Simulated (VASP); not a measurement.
Set up this calculation in VASP 6.6.1, as the native input.

- Task: single point
- Functional: PBE
- Potentials or basis: VASP PAW PBE potentials, release 64 (Au, Br)
- Cutoff: 520 eV
- k mesh: 12 × 12 × 4
- Occupations: gaussian, width 0.1 eV
- Spin: no spin polarisation
- Dipole correction: no
- Further INCAR settings: ALGO = Normal; EDIFF = 1e-06; NBANDS = 32

The structure of Au3Br2 lies in POSCAR:

```
Au3Br2
1.0
    3.7404233001      0.0000000000      0.0000000000
   -1.8702116500      3.2393015988      0.0000000000
    0.0000000000      0.0000000000      9.5847574121
Au Br
3 2
Direct
    0.0000000000      0.0000000000      0.0000000000
    0.3333333333      0.6666666667      0.5889322320
    0.6666666667      0.3333333333      0.4110677680
    0.3333333333      0.6666666667      0.1926314358
    0.6666666667      0.3333333333      0.8073685642
```

These files were run (other wordings do the same):

INCAR

```
SYSTEM = Au3Br2
PREC = Accurate
ENCUT = 520
EDIFF = 1E-6
ISMEAR = 0
SIGMA = 0.1
LREAL = .FALSE.
LASPH = .TRUE.
NELM = 80
ALGO = Normal
ISIF = 2
LWAVE = .FALSE.
LCHARG = .TRUE.
GGA = PE
LELF = .TRUE.
LVHAR = .TRUE.
NBANDS = 32
```

KPOINTS

```
regular mesh
0
G
  12 12 4
  0 0 0
```

Potentials or basis: VASP PAW PBE potentials, release 64 (Au, Br).

Run with:

```bash
$ cat potpaw_PBE.64/Au/POTCAR potpaw_PBE.64/Br/POTCAR > POTCAR
$ mpirun -np 1 vasp_std > vasp.out
```

Results of the run:

| Quantity | Value |
| --- | --- |
| Pressure | -0.1 GPa |
| Band gap on the k mesh | zero (an odd number of electrons rules out a gap without spin polarisation) |

Caveat: spin-orbit coupling is left out, which moves the levels of the heavy elements.

Run time: 3.7 min on 1 thread of Intel(R) Xeon(R) Platinum 8488C (Sapphire Rapids) (shared host), peak memory 0.37 GiB.
